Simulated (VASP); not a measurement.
# Na4F3 (P-43m) in VASP: a series of runs

Na4F3 is run at these levels: PBE; tasks: single point, relaxation of cell and atoms.

Program: VASP 6.6.1. These are calculated values, not measurements. Logs are shortened: lines on timing, memory, paths and dates and some standing lists are left out, and cuts for length are marked.

### Step 1. The cell of the first run

Symmetry: P-43m, No. 215, cubic system. Conventional cell: a = 5.273 Å, b = 5.273 Å, c = 5.273 Å, α = 90.00°, β = 90.00°, γ = 90.00°. Na (site symmetry 3m) has 3 F at 2.25 Å within 3.0 Å. Within 3.0 Å of F (site symmetry -42m) lie 4 Na at 2.25 Å.

The cell was generated, and may not be a known phase.

### Step 2. Single point, PBE, collinear spin

File INCAR:

```
PREC = Accurate ; ENCUT = 520
EDIFF = 1E-7 ; ISMEAR = 0
SIGMA = 0.1 ; LREAL = F
LASPH = T ; NELM = 150
ALGO = Normal ; ISIF = 2
LWAVE = F ; LCHARG = F
ISPIN = 2 ; MAGMOM = 0 0 0 0 1 1 1
LORBIT = 11 ; GGA = PE
NBANDS = 38
```

File KPOINTS:

```
Automatic mesh
0
Gamma
  4 4 4
```

File POSCAR:

```
Na4F3
1.0
    5.2728810291      0.0000000000      0.0000000000
    0.0000000000      5.2728810291      0.0000000000
    0.0000000000      0.0000000000      5.2728810291
Na F
4 3
Direct
    0.2633720560      0.2633720560      0.2633720560
    0.7366279440      0.7366279440      0.2633720560
    0.7366279440      0.2633720560      0.7366279440
    0.2633720560      0.7366279440      0.7366279440
    0.0000000000      0.5000000000      0.5000000000
    0.5000000000      0.0000000000      0.5000000000
    0.5000000000      0.5000000000      0.0000000000
```

Potentials or basis: VASP PAW PBE potentials, release 64 (Na_pv, F).

Run with:

```
> cat potpaw_PBE.64/Na_pv/POTCAR potpaw_PBE.64/F/POTCAR > POTCAR
> mpirun -np 1 vasp_std > vasp.out
```

OUTCAR:

```text
PREC = Accurate
   ENCUT = 520
   EDIFF = 1E-7
   ISMEAR = 0
   LREAL = F
   LASPH = T
   NELM = 150
   ISIF = 2
   ISPIN = 2
   LORBIT = 11
   GGA = PE

 ion  position               nearest neighbor table
   1  0.263  0.263  0.263-   5 2.25   6 2.25   7 2.25
   2  0.737  0.737  0.263-   5 2.25   6 2.25   7 2.25
   3  0.737  0.263  0.737-   5 2.25   6 2.25   7 2.25
   4  0.263  0.737  0.737-   5 2.25   6 2.25   7 2.25
   5  0.000  0.500  0.500-   1 2.25   2 2.25   3 2.25   4 2.25
   6  0.500  0.000  0.500-   1 2.25   2 2.25   3 2.25   4 2.25
   7  0.500  0.500  0.000-   1 2.25   2 2.25   3 2.25   4 2.25

  LATTYP: Found a simple cubic cell.
 ALAT       =     5.2728810291

  Lattice vectors:

 A1 = (   5.2728810291,   0.0000000000,   0.0000000000)
 A2 = (   0.0000000000,   5.2728810291,   0.0000000000)
 A3 = (   0.0000000000,   0.0000000000,   5.2728810291)

Analysis of symmetry for initial positions (statically):
=====================================================================
 Subroutine PRICEL returns:
 Original cell was already a primitive cell.

 Routine SETGRP: Setting up the symmetry group for a
 simple cubic supercell.

 Subroutine GETGRP returns: Found 24 space group operations
 (whereof 24 operations were pure point group operations)
 out of a pool of 48 trial point group operations.

The static configuration has the point symmetry T_d .

Analysis of symmetry for dynamics (positions and initial velocities):
=====================================================================
 Subroutine PRICEL returns:
 Original cell was already a primitive cell.

 Routine SETGRP: Setting up the symmetry group for a
 simple cubic supercell.

 Subroutine GETGRP returns: Found 24 space group operations
 (whereof 24 operations were pure point group operations)
 out of a pool of 48 trial point group operations.

The dynamic configuration has the point symmetry T_d .

Analysis of structural, dynamic, and magnetic symmetry:
=====================================================================
 Subroutine PRICEL returns:
 Original cell was already a primitive cell.

 Routine SETGRP: Setting up the symmetry group for a
 simple cubic supercell.

 Subroutine GETGRP returns: Found 24 space group operations
 (whereof 24 operations were pure point group operations)
 out of a pool of 48 trial point group operations.

The overall configuration has the point symmetry T_d .

 Subroutine INISYM returns: Found 24 space group operations
 (whereof 24 operations are pure point group operations),
 and found     1 'primitive' translations

----------------------------------------------------------------------------------------

                                     Primitive cell

  volume of cell :     146.6034

  direct lattice vectors                    reciprocal lattice vectors
     5.272881029  0.000000000  0.000000000     0.189649642  0.000000000  0.000000000
     0.000000000  5.272881029  0.000000000     0.000000000  0.189649642  0.000000000
     0.000000000  0.000000000  5.272881029     0.000000000  0.000000000  0.189649642

  length of vectors
     5.272881029  5.272881029  5.272881029     0.189649642  0.189649642  0.189649642

  position of ions in fractional coordinates (direct lattice)
     0.263372056  0.263372056  0.263372056
     0.736627944  0.736627944  0.263372056
     0.736627944  0.263372056  0.736627944
     0.263372056  0.736627944  0.736627944
     0.000000000  0.500000000  0.500000000
     0.500000000  0.000000000  0.500000000
     0.500000000  0.500000000  0.000000000

  ion indices of the primitive-cell ions
   primitive index   ion index
                 1           1
                 2           2
                 3           3
                 4           4
                 5           5
                 6           6
                 7           7

----------------------------------------------------------------------------------------

 KPOINTS: Automatic mesh

[... 34 lines left out ...]
   k-points           NKPTS =     10   k-points in BZ     NKDIM =     10   number of bands    NBANDS=     38
   number of dos      NEDOS =    301   number of ions     NIONS =      7
   total plane-waves  NPLWV =  64000
   dimension x,y,z NGX =    40 NGY =   40 NGZ =   40
   dimension x,y,z NGXF=    80 NGYF=   80 NGZF=   80
   ions per type =               4   3
   NGX,Y,Z   is equivalent  to a cutoff of  12.61, 12.61, 12.61 a.u.
   NGXF,Y,Z  is equivalent  to a cutoff of  25.22, 25.22, 25.22 a.u.
 SYSTEM =  unknown system
   PREC   = accura    normal or accurate (medium, high low for compatibility)
   ISTART =      0    job   : 0-new  1-cont  2-samecut
   ICHARG =      2    charge: 1-file 2-atom 10-const
   ISPIN  =      2    spin polarized calculation?
   LNONCOLLINEAR =      F non collinear calculations
   LSORBIT =      F    spin-orbit coupling
   LASPH  =      T    aspherical Exc in radial PAW
   ENCUT  =  520.0 eV  38.22 Ry    6.18 a.u.   9.80  9.80  9.80*2*pi/ulx,y,z
   NELM   =    150;   NELMIN=  2; NELMDL= -5     # of ELM steps
   EDIFF  = 0.1E-06   stopping-criterion for ELM
   LREAL  =      F    real-space projection
   EDIFFG = 0.1E-05   stopping-criterion for IOM
   NSW    =      0    number of steps for IOM
   IBRION =     -1    ionic relax: 0-MD 1-quasi-New 2-CG
   NFREE  =      0    steps in history (QN), initial steepest desc. (CG)
   ISIF   =      2    stress and relaxation
   ISYM   =      2    0-nonsym 1-usesym 2-fastsym
   POTIM  = 0.5000    time-step for ionic-motion
   TEBEG  =    0.0;   TEEND  =   0.0 temperature during run
   PSTRESS=    0.0 pullay stress
   NELECT =      49.0000    total number of electrons
   NUPDOWN=      -1.0000    fix difference up-down
   EMIN   =  10.00;   EMAX   =-10.00  energy-range for DOS
   EFERMI =   0.00;   METHOD = LEGACY
   ISMEAR =     0;   SIGMA  =   0.10  broadening in eV -4-tet -1-fermi 0-gaus
   EFERMI_NEDOS =   21; number of points for ismear=-14 and -15
   IALGO  =     38    algorithm
   IMIX   =      4    mixing-type and parameters
     AMIX     =   0.40;   BMIX     =  1.00
     AMIX_MAG =   1.60;   BMIX_MAG =  1.00
  volume/ion in A,a.u.               =      20.94       141.33
  Fermi-wavevector in a.u.,A,eV,Ry     =   1.136124  2.146962 17.562083  1.290777
  Thomas-Fermi vector in A             =   2.272829
   LORBIT       =     11    0 simple, 1 ext, 2 COOP (PROOUT), +10 PAW based schemes
   GGA     = PE    functional components
   LHFCALC =     F    Hartree Fock is set to
   AEXX    =    0.0000 exact exchange contribution
   IVDW    =     0    specifies the selected vdW correction
   LEPSILON=     F    determine dielectric tensor
   LRPA    =     F    only Hartree local field effects (RPA)
 spin polarized calculation
 Gauss-broadening in eV      SIGMA  =   0.10
  energy-cutoff  :      520.00
  volume of cell :      146.60
 maximum number of plane-waves:      3968
 NGX is ok and might be reduce to    40
   NGX = 19   NGY = 19   NGZ = 19

 number of electron      48.9999971 magnetization       0.2351068

 number of electron      48.9999975 magnetization      -0.0059321

 Free energy of the ion-electron system (eV)
  ---------------------------------------------------
  ext. energy  EPLUGINS =         0.00000000
  ---------------------------------------------------
  free energy    TOTEN  =       -25.87075024 eV

  energy without entropy =      -25.86405570  energy(sigma->0) =      -25.86740297

 E-fermi :   1.2536     XC(G=0):  -7.1364

 val. band max:        1.0578062151   @ k =   0.5000   0.0000   0.0000
 cond. band min:       1.3175342787   @ k =   0.5000   0.2500   0.0000
 fundamental gap:      0.2597280636
 Fermi energy:         1.2536239206

 spin component 1

 k-point     1 :       0.0000    0.0000    0.0000
  band No.  band energies     occupation
      1     -23.6588      1.00000
      2     -23.6588      1.00000
      3     -23.4769      1.00000
      4     -23.3661      1.00000
      5     -23.3661      1.00000
      6     -23.3661      1.00000
[... 379 lines left out ...]
     35      11.9431      0.00000
     36      12.1912      0.00000
 Fermi energy:         1.2536239206

 spin component 2

 k-point     1 :       0.0000    0.0000    0.0000
  band No.  band energies     occupation
      1     -23.6589      1.00000
      2     -23.6589      1.00000
      3     -23.4771      1.00000
      4     -23.3663      1.00000
      5     -23.3663      1.00000
      6     -23.3663      1.00000
[... 379 lines left out ...]
     35      11.9419      0.00000
     36      12.1913      0.00000
 [bands above 36 left out]

------------------------ aborting loop because EDIFF is reached ----------------------------------------

  FORCE on cell =-STRESS in cart. coord.  units (eV):
  Direction    XX          YY          ZZ          XY          YZ          ZX
  --------------------------------------------------------------------------------------
  -------------------------------------------------------------------------------------
  Total       -0.0444216     -0.0444216     -0.0444216      0.0000000      0.0000000      0.0000000
  in kB       -0.4854687     -0.4854687     -0.4854687      0.0000000      0.0000000      0.0000000
  external PRESSURE =      -0.4854687 kB  Pullay stress =       0.0000000 kB

 VOLUME and BASIS-vectors are now :
 -----------------------------------------------------------------------------
  energy-cutoff  :      520.00
  volume of cell :      146.60
      direct lattice vectors                 reciprocal lattice vectors
     5.272881029  0.000000000  0.000000000     0.189649642  0.000000000  0.000000000
     0.000000000  5.272881029  0.000000000     0.000000000  0.189649642  0.000000000
     0.000000000  0.000000000  5.272881029     0.000000000  0.000000000  0.189649642

 POSITION                                       TOTAL-FORCE (eV/Angst)
 -----------------------------------------------------------------------------------
      1.38873      1.38873      1.38873        -0.005961     -0.005961     -0.005961
      3.88415      3.88415      1.38873         0.005961      0.005961     -0.005961
      3.88415      1.38873      3.88415         0.005961     -0.005961      0.005961
      1.38873      3.88415      3.88415        -0.005961      0.005961      0.005961
      0.00000      2.63644      2.63644        -0.000000     -0.000000     -0.000000
      2.63644      0.00000      2.63644        -0.000000     -0.000000     -0.000000
      2.63644      2.63644      0.00000        -0.000000     -0.000000     -0.000000
 -----------------------------------------------------------------------------------
    total drift:                                0.000000      0.000000      0.000000

  FREE ENERGIE OF THE ION-ELECTRON SYSTEM (eV)
  ---------------------------------------------------
  free  energy   TOTEN  =       -25.8707502428 eV

  energy  without entropy=      -25.8640557010  energy(sigma->0) =      -25.86740297

 total charge

# of ion       s       p       d       tot
------------------------------------------
    1        0.061   5.982   0.000   6.043
    2        0.061   5.982   0.000   6.043
    3        0.061   5.982   0.000   6.043
    4        0.061   5.982   0.000   6.043
    5        1.734   4.354   0.000   6.088
    6        1.734   4.354   0.000   6.088
    7        1.734   4.354   0.000   6.088
--------------------------------------------------
tot          5.447  36.990   0.000  42.437

 magnetization (x)

# of ion       s       p       d       tot
------------------------------------------
    1       -0.000  -0.000   0.000  -0.000
    2       -0.000  -0.000   0.000  -0.000
    3       -0.000  -0.000   0.000  -0.000
    4       -0.000  -0.000   0.000  -0.000
    5       -0.000  -0.000   0.000  -0.000
    6       -0.000  -0.000   0.000  -0.000
    7       -0.000  -0.000   0.000  -0.000
--------------------------------------------------
tot         -0.000  -0.001   0.000  -0.001
```

Wall time 3.4 min (1 thread of AMD EPYC 7R43 (Zen 3), shared host); peak memory 0.29 GiB.

Results:

| Item | Value |
| --- | --- |
| Free energy | -25.8708 eV |
| Pressure | 0.0 GPa |
| Largest force | 0.010 eV/Å |
| Net moment | -0.01 μB per cell |
| Valence electrons inside the program's atomic spheres | Na 6.04; F 6.09 |

Forces in eV/Å, atoms in the order of the input:
```
Na  -0.006 -0.006 -0.006
Na   0.006  0.006 -0.006
Na   0.006 -0.006  0.006
Na  -0.006  0.006  0.006
F    0.000  0.000  0.000
F    0.000  0.000  0.000
F    0.000  0.000  0.000
```

Levels at points of the mesh, in eV from the Fermi level:
Spin up:
```
           k point  band 21  band 22  band 23  band 24  band 25  band 26  band 27  band 28
(0.00, 0.00, 0.00)    -5.34    -5.29    -5.29    -5.29    -1.39     2.97     3.84     3.84
(0.50, 0.00, 0.00)    -5.45    -5.38    -5.30    -5.30    -0.20     0.87     3.99     4.44
(0.50, 0.50, 0.00)    -5.44    -5.44    -5.30    -5.24     0.52     1.94     1.94     2.86
(0.50, 0.50, 0.50)    -5.30    -5.24    -5.24    -5.24     0.85     2.78     2.78     2.78
```
Spin down:
```csv
k point,band 22,band 23,band 24,band 25,band 26,band 27
"(0.00, 0.00, 0.00)",-5.29,-5.29,-5.29,-1.40,2.96,3.84
"(0.50, 0.00, 0.00)",-5.38,-5.30,-5.30,-0.20,0.87,3.99
"(0.50, 0.50, 0.00)",-5.44,-5.30,-5.24,0.50,1.94,1.94
"(0.50, 0.50, 0.50)",-5.24,-5.24,-5.24,0.83,2.77,2.77
```

### Step 3. Relaxation of cell and atoms, PBE

File INCAR:

```
PREC     = Accurate       # precision mode
ENCUT    = 600            # plane-wave cutoff, eV
EDIFF    = 1E-6           # SCF threshold, eV
ISMEAR   = 0              # smearing method
SIGMA    = 0.1            # smearing width, eV
LREAL    = False          # projectors in reciprocal space
LASPH    = True           # aspherical terms in the spheres
NELM     = 100            # most SCF steps
ALGO     = Normal         # electronic algorithm
ISIF     = 3              # what is computed and relaxed
LWAVE    = False          # write WAVECAR
LCHARG   = False          # write CHGCAR
GGA      = PE             # functional
IBRION   = 2              # ionic algorithm
NSW      = 100            # ionic steps
EDIFFG   = -0.01          # ionic threshold
```

File KPOINTS:

```
Automatic mesh
0
Gamma
  8 8 8
```

POSCAR is that of step 2.

Potentials or basis: VASP PAW PBE potentials, release 64 (Na_pv, F).

Run with:

```
> cat potpaw_PBE.64/Na_pv/POTCAR potpaw_PBE.64/F/POTCAR > POTCAR
> mpirun -np 1 vasp_std > vasp.out
```

Run time: 12 min. Hardware: 1 thread of AMD EPYC 7R43 (Zen 3), shared host; peak memory 0.32 GiB.

The run converged. Its results:

```yaml
Free_energy: -25.8646 eV
Relaxed_volume: 20.84 Å³/atom
Relaxed_cell: a = 5.264 Å, b = 5.264 Å, c = 5.264 Å, α = 90.00°, β = 90.00°, γ = 90.00°
Space_group_after_relaxing_to_0.1_Å: P-43m (No. 215)
Energy_gained_by_relaxing: 0.0 meV/atom
Ionic_steps: 9
Pressure_after_relaxing: 0.0 GPa
Largest_force_after_relaxing: 0.009 eV/Å
Band_gap_on_the_k_mesh: zero (an odd number of electrons rules out a gap without spin polarisation)
```

Forces in eV/Å, atoms in the order of the input:
```
Na  -0.005 -0.005 -0.005
Na   0.005  0.005 -0.005
Na   0.005 -0.005  0.005
Na  -0.005  0.005  0.005
F    0.000  0.000  0.000
F    0.000  0.000  0.000
F    0.000  0.000  0.000
```

Step by step:
| step | energy change (eV) | largest force (eV/Å) | pressure (GPa) | volume (Å³) |
| --- | --- | --- | --- | --- |
| 1 | 0.0000 | 0.0108 | -0.08 | 146.60 |
| 2 | -0.0001 | 0.0111 | -0.02 | 146.39 |
| 3 | -0.0001 | 0.0114 | -0.03 | 146.36 |
| 4 | -0.0002 | 0.0118 | -0.03 | 146.28 |
| 5 | -0.0002 | 0.0124 | 0.00 | 146.13 |
| 6 | -0.0002 | 0.0138 | 0.04 | 145.84 |
| 7 | -0.0002 | 0.0138 | 0.00 | 145.96 |
| 8 | -0.0002 | 0.0136 | 0.02 | 145.89 |
| 9 | -0.0003 | 0.0093 | 0.04 | 145.86 |

Final structure:
```
CELL_PARAMETERS angstrom
5.26400 0.00000 0.00000
0.00000 5.26400 0.00000
0.00000 0.00000 5.26400
ATOMIC_POSITIONS crystal
Na 0.26304 0.26304 0.26304
Na 0.73696 0.73696 0.26304
Na 0.73696 0.26304 0.73696
Na 0.26304 0.73696 0.73696
F 0.00000 0.50000 0.50000
F 0.50000 0.00000 0.50000
F 0.50000 0.50000 0.00000
```

Levels at points of the mesh, in eV from the Fermi level:
| k point | band 21 | band 22 | band 23 | band 24 | band 25 | band 26 | band 27 | band 28 |
| --- | --- | --- | --- | --- | --- | --- | --- | --- |
| (0.00, 0.00, 0.00) | -5.28 | -5.22 | -5.22 | -5.22 | -1.33 | 3.05 | 3.92 | 3.92 |
| (0.50, 0.00, 0.00) | -5.39 | -5.31 | -5.24 | -5.24 | -0.13 | 0.95 | 4.08 | 4.52 |
| (0.50, 0.50, 0.00) | -5.38 | -5.38 | -5.24 | -5.17 | 0.58 | 2.02 | 2.02 | 2.95 |
| (0.50, 0.50, 0.50) | -5.24 | -5.17 | -5.17 | -5.17 | 0.91 | 2.86 | 2.86 | 2.86 |

Caveat: an odd number of electrons without spin polarisation forces a metal; a magnetic or distorted state may lie lower.

The gap in the log of VASP goes by the Fermi energy; the results here count the filled bands.